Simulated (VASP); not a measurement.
# BP (e600) (I-4m2) in VASP: a series of runs

Runs on BP (e600). Level: PBEsol. Tasks: relaxation of the atoms.

Program: VASP 6.6.1. These are calculated values, not measurements. Logs are shortened: lines on timing, memory, paths and dates and some standing lists are left out, and cuts for length are marked.

### Step 1. The cell of the first run

Symmetry: I-4m2, No. 119, tetragonal system. Conventional cell: a = 3.164 Å, b = 3.164 Å, c = 4.532 Å, α = 90.00°, β = 90.00°, γ = 90.00°. B (site symmetry -4m2) has 4 P at 1.95 Å within 2.6 Å. Within 2.6 Å of P (site symmetry -4m2) lie 4 B at 1.95 Å.

### Step 2. Relaxation of the atoms, PBEsol (strained cell)

Input file INCAR:

```
SYSTEM = BP
  PREC = Accurate
  ENCUT = 450
  EDIFF = 1E-7
  ISMEAR = 0
  SIGMA = 0.02
  LREAL = .FALSE.
  LASPH = .TRUE.
  NELM = 120
  ALGO = Normal
  ISIF = 2
  LWAVE = .FALSE.
  LCHARG = .FALSE.
  GGA = PS
  IBRION = 2
  NSW = 60
  EDIFFG = -0.002
  GGA_COMPAT = .FALSE.
  NELMIN = 4
```

Input file KPOINTS:

```
regular mesh
0
G
  10 10 10
  0 0 0
```

Input file POSCAR:

```
BP
1.0
    0.0000000000      2.2375332127      2.2661946064
    2.2375332127      0.0000000000      2.2661946064
    2.2375332127      2.2375332127      0.0000000000
B P
1 1
Direct
    0.0000000000      0.0000000000      0.0000000000
    0.2500000000      0.2500000000      0.2500000000
```

Potentials or basis: VASP PAW PBE potentials, release 64 (B, P).

Launch:

```
> cat potpaw_PBE.64/B/POTCAR potpaw_PBE.64/P/POTCAR > POTCAR
> mpirun -np 1 vasp_std > vasp.out
```

OUTCAR:

```text
SYSTEM = BP
   PREC = Accurate
   ENCUT = 450
   EDIFF = 1E-7
   ISMEAR = 0
   LREAL = .FALSE.
   LASPH = .TRUE.
   NELM = 120
   ISIF = 2
   GGA = PS
   IBRION = 2
   NSW = 60
   EDIFFG = -0.002
   NELMIN = 4

 ion  position               nearest neighbor table
   1  0.000  0.000  0.000-   2 1.95   2 1.95   2 1.95   2 1.95
   2  0.250  0.250  0.250-   1 1.95   1 1.95   1 1.95   1 1.95

  LATTYP: Found a body centered tetragonal cell.
 ALAT       =     3.1643498157
 C/A-ratio  =     1.4323287490

  Lattice vectors:

 A1 = (  -2.2375332127,   0.0000000000,   2.2661946064)
 A2 = (   2.2375332127,   0.0000000000,   2.2661946064)
 A3 = (   0.0000000000,   2.2375332127,  -2.2661946064)

Analysis of symmetry for initial positions (statically):
=====================================================================
 Subroutine PRICEL returns:
 Original cell was already a primitive cell.

 Routine SETGRP: Setting up the symmetry group for a
 body centered tetragonal supercell.

 Subroutine GETGRP returns: Found  8 space group operations
 (whereof  8 operations were pure point group operations)
 out of a pool of 16 trial point group operations.

The static configuration has the point symmetry D_2d.

Analysis of symmetry for dynamics (positions and initial velocities):
=====================================================================
 Subroutine PRICEL returns:
 Original cell was already a primitive cell.

 Routine SETGRP: Setting up the symmetry group for a
 body centered tetragonal supercell.

 Subroutine GETGRP returns: Found  8 space group operations
 (whereof  8 operations were pure point group operations)
 out of a pool of 16 trial point group operations.

The dynamic configuration has the point symmetry D_2d.

 Subroutine INISYM returns: Found  8 space group operations
 (whereof  8 operations are pure point group operations),
 and found     1 'primitive' translations

----------------------------------------------------------------------------------------

                                     Primitive cell

  volume of cell :      22.6917

  direct lattice vectors                    reciprocal lattice vectors
     0.000000000  2.237533213  2.266194606    -0.223460370  0.223460370  0.220634185
     2.237533213  0.000000000  2.266194606     0.223460370 -0.223460370  0.220634185
     2.237533213  2.237533213  0.000000000     0.223460370  0.223460370 -0.220634185

  length of vectors
     3.184680969  3.184680969  3.164349816     0.385419924  0.385419924  0.385419924

  position of ions in fractional coordinates (direct lattice)
     0.000000000  0.000000000  0.000000000
     0.250000000  0.250000000  0.250000000

  ion indices of the primitive-cell ions
   primitive index   ion index
                 1           1
                 2           2

----------------------------------------------------------------------------------------

 KPOINTS: regular mesh

Automatic generation of k-mesh.
 Grid dimensions read from file:
 generate k-points for:   10   10   10

 Generating k-lattice:

  Cartesian coordinates                     Fractional coordinates (reciprocal lattice)
    -0.022346037  0.022346037  0.022063418     0.100000000  0.000000000  0.000000000
     0.022346037 -0.022346037  0.022063418     0.000000000  0.100000000  0.000000000
     0.022346037  0.022346037 -0.022063418     0.000000000  0.000000000  0.100000000

  Length of vectors
     0.038541992  0.038541992  0.038541992

  Shift w.r.t. Gamma in fractional coordinates (k-lattice)
     0.000000000  0.000000000  0.000000000

 Subroutine IBZKPT returns following result:
 ===========================================

 Found    102 irreducible k-points:

 Following reciprocal coordinates:
            Coordinates               Weight
  0.000000  0.000000  0.000000      1.000000
  0.100000 -0.000000  0.000000      8.000000
  0.200000 -0.000000  0.000000      8.000000
  0.300000  0.000000  0.000000      8.000000
  0.400000 -0.000000  0.000000      8.000000
  0.500000 -0.000000  0.000000      4.000000
[... 16 lines left out ...]
  0.300000  0.300000  0.000000      2.000000
  0.400000  0.300000  0.000000      8.000000
 [... further k-points ...]
   k-points           NKPTS =    102   k-points in BZ     NKDIM =    102   number of bands    NBANDS=      8
   number of dos      NEDOS =    301   number of ions     NIONS =      2
   total plane-waves  NPLWV =  13824
   dimension x,y,z NGX =    24 NGY =   24 NGZ =   24
   dimension x,y,z NGXF=    48 NGYF=   48 NGZF=   48
   ions per type =               1   1
   NGX,Y,Z   is equivalent  to a cutoff of  12.53, 12.53, 12.61 a.u.
   NGXF,Y,Z  is equivalent  to a cutoff of  25.06, 25.06, 25.22 a.u.
 SYSTEM =  BP
   PREC   = accura    normal or accurate (medium, high low for compatibility)
   ISTART =      0    job   : 0-new  1-cont  2-samecut
   ICHARG =      2    charge: 1-file 2-atom 10-const
   ISPIN  =      1    spin polarized calculation?
   LNONCOLLINEAR =      F non collinear calculations
   LSORBIT =      F    spin-orbit coupling
   LASPH  =      T    aspherical Exc in radial PAW
   ENCUT  =  450.0 eV  33.07 Ry    5.75 a.u.   5.51  5.51  5.47*2*pi/ulx,y,z
   NELM   =    120;   NELMIN=  4; NELMDL= -5     # of ELM steps
   EDIFF  = 0.1E-06   stopping-criterion for ELM
   LREAL  =      F    real-space projection
   EDIFFG = -.2E-02   stopping-criterion for IOM
   NSW    =     60    number of steps for IOM
   IBRION =      2    ionic relax: 0-MD 1-quasi-New 2-CG
   NFREE  =      1    steps in history (QN), initial steepest desc. (CG)
   ISIF   =      2    stress and relaxation
   ISYM   =      2    0-nonsym 1-usesym 2-fastsym
   POTIM  = 0.5000    time-step for ionic-motion
   TEBEG  =    0.0;   TEEND  =   0.0 temperature during run
   PSTRESS=    0.0 pullay stress
   NELECT =       8.0000    total number of electrons
   NUPDOWN=      -1.0000    fix difference up-down
   EMIN   =  10.00;   EMAX   =-10.00  energy-range for DOS
   EFERMI =   0.00;   METHOD = LEGACY
   ISMEAR =     0;   SIGMA  =   0.02  broadening in eV -4-tet -1-fermi 0-gaus
   EFERMI_NEDOS =   21; number of points for ismear=-14 and -15
   IALGO  =     38    algorithm
   IMIX   =      4    mixing-type and parameters
     AMIX     =   0.40;   BMIX     =  1.00
     AMIX_MAG =   1.60;   BMIX_MAG =  1.00
  volume/ion in A,a.u.               =      11.35        76.57
  Fermi-wavevector in a.u.,A,eV,Ry     =   1.156510  2.185487 18.198005  1.337516
  Thomas-Fermi vector in A             =   2.293130
   LORBIT       =      0    0 simple, 1 ext, 2 COOP (PROOUT), +10 PAW based schemes
   GGA     = PS    functional components
   LHFCALC =     F    Hartree Fock is set to
   AEXX    =    0.0000 exact exchange contribution
   IVDW    =     0    specifies the selected vdW correction
   LEPSILON=     F    determine dielectric tensor
   LRPA    =     F    only Hartree local field effects (RPA)
 conjugate gradient relaxation of ions
 non-spin polarized calculation
 Gauss-broadening in eV      SIGMA  =   0.02
  energy-cutoff  :      450.00
  volume of cell :       22.69
 maximum number of plane-waves:       531
 NGX is ok and might be reduce to    24
   NGX = 11   NGY = 11   NGZ = 11

 number of electron       8.0000001 magnetization

 Free energy of the ion-electron system (eV)
  ---------------------------------------------------
  ext. energy  EPLUGINS =         0.00000000
  ---------------------------------------------------
  free energy    TOTEN  =       -13.66682547 eV

  energy without entropy =      -13.66682547  energy(sigma->0) =      -13.66682547

 E-fermi :   7.8906     XC(G=0): -11.1692

 val. band max:        7.7970917058   @ k =   0.0000   0.0000   0.0000
 cond. band min:       8.7926855147   @ k =   0.4000   0.0000   0.4000
 fundamental gap:      0.9955938089
 Fermi energy:         7.8905799484

 k-point     1 :       0.0000    0.0000    0.0000
  band No.  band energies     occupation
      1      -8.0069      2.00000
      2       7.6689      2.00000
      3       7.7971      2.00000
      4       7.7971      2.00000
      5      11.1334      0.00000
      6      11.1334      0.00000
      7      11.2028      0.00000
      8      15.5395      0.00000

 k-point     2 :       0.1000   -0.0000    0.0000
  band No.  band energies     occupation
      1      -7.8217      2.00000
      2       6.4169      2.00000
      3       7.4031      2.00000
      4       7.4957      2.00000
      5      11.5539      0.00000
      6      11.5596      0.00000
      7      11.6651      0.00000
      8      16.0265      0.00000

 k-point     3 :       0.2000   -0.0000    0.0000
  band No.  band energies     occupation
      1      -7.2728      2.00000
      2       4.0198      2.00000
      3       6.8143      2.00000
      4       6.9320      2.00000
      5      11.8459      0.00000
      6      12.3118      0.00000
      7      12.3251      0.00000
      8      17.0818      0.00000

 k-point     4 :       0.3000    0.0000    0.0000
  band No.  band energies     occupation
      1      -6.3883      2.00000
      2       1.5984      2.00000
      3       6.3016      2.00000
      4       6.4454      2.00000
      5      11.7811      0.00000
      6      12.5927      0.00000
      7      12.6542      0.00000
      8      17.8040      0.00000

 k-point     5 :       0.4000   -0.0000    0.0000
  band No.  band energies     occupation
      1      -5.2762      2.00000
      2      -0.4890      2.00000
      3       5.9768      2.00000
      4       6.1399      2.00000
      5      11.6750      0.00000
      6      12.4764      0.00000
      7      12.5733      0.00000
      8      17.8539      0.00000
[... 177 lines left out ...]
 k-point    22 :      -0.2000    0.2000    0.0000
  band No.  band energies     occupation
      1      -6.0740      2.00000
      2       2.3771      2.00000
      3       3.3610      2.00000
      4       6.5675      2.00000
      5      12.3390      0.00000
      6      13.1014      0.00000
      7      14.1217      0.00000
      8      16.1839      0.00000

 k-point    23 :       0.3000    0.3000    0.0000
  band No.  band energies     occupation
      1      -5.8672      2.00000
      2       2.7892      2.00000
      3       4.4985      2.00000
      4       4.4985      2.00000
      5       9.2643      0.00000
      6      11.5488      0.00000
      7      16.7726      0.00000
      8      16.7726      0.00000

 k-point    24 :       0.4000    0.3000    0.0000
  band No.  band energies     occupation
      1      -5.0247      2.00000
      2       1.4563      2.00000
      3       3.5906      2.00000
      4       4.2030      2.00000
      5       9.5511      0.00000
      6      11.3247      0.00000
      7      17.4061      0.00000
      8      17.4156      0.00000

 [... further k-points ...]
[... 5 lines left out ...]
  --------------------------------------------------------------------------------------
  -------------------------------------------------------------------------------------
  Total        0.6141155      0.6141155      0.1205474      0.0000000     -0.0000000      0.0000000
  in kB       43.3605178     43.3605178      8.5114270      0.0000000     -0.0000000      0.0000000
  external PRESSURE =      31.7441542 kB  Pullay stress =       0.0000000 kB

 VOLUME and BASIS-vectors are now :
 -----------------------------------------------------------------------------
  energy-cutoff  :      450.00
  volume of cell :       22.69
      direct lattice vectors                 reciprocal lattice vectors
     0.000000000  2.237533213  2.266194606    -0.223460370  0.223460370  0.220634185
     2.237533213  0.000000000  2.266194606     0.223460370 -0.223460370  0.220634185
     2.237533213  2.237533213  0.000000000     0.223460370  0.223460370 -0.220634185

 POSITION                                       TOTAL-FORCE (eV/Angst)
 -----------------------------------------------------------------------------------
      0.00000      0.00000      0.00000         0.000000     -0.000000     -0.000000
      1.11877      1.11877      1.13310        -0.000000      0.000000      0.000000
 -----------------------------------------------------------------------------------
    total drift:                               -0.000000     -0.000000      0.000000

  FREE ENERGIE OF THE ION-ELECTRON SYSTEM (eV)
  ---------------------------------------------------
  free  energy   TOTEN  =       -13.6668254705 eV

  energy  without entropy=      -13.6668254705  energy(sigma->0) =      -13.66682547

 reached required accuracy - stopping structural energy minimisation
```

It took 5.2 s on 1 thread of Intel Xeon 6975P-C (Granite Rapids), shared host; peak memory 0.14 GiB.

Results:

- Free energy: -13.6668 eV
- Pressure after relaxing: 3.2 GPa
- Band gap on the k mesh: 1.00 eV, indirect (least direct gap 3.34 eV)

Final structure:
```
CELL_PARAMETERS angstrom
0.00000 2.23753 2.26619
2.23753 0.00000 2.26619
2.23753 2.23753 0.00000
ATOMIC_POSITIONS crystal
B 0.00000 0.00000 0.00000
P 0.25000 0.25000 0.25000
```

Caveat: the cell differs from its parent crystal (strained cell); the relaxation stopped at its first step, so nothing moved; the PAW data sets were made with another functional, which shifts forces and pressure a little.

[end of part 1 of 2]
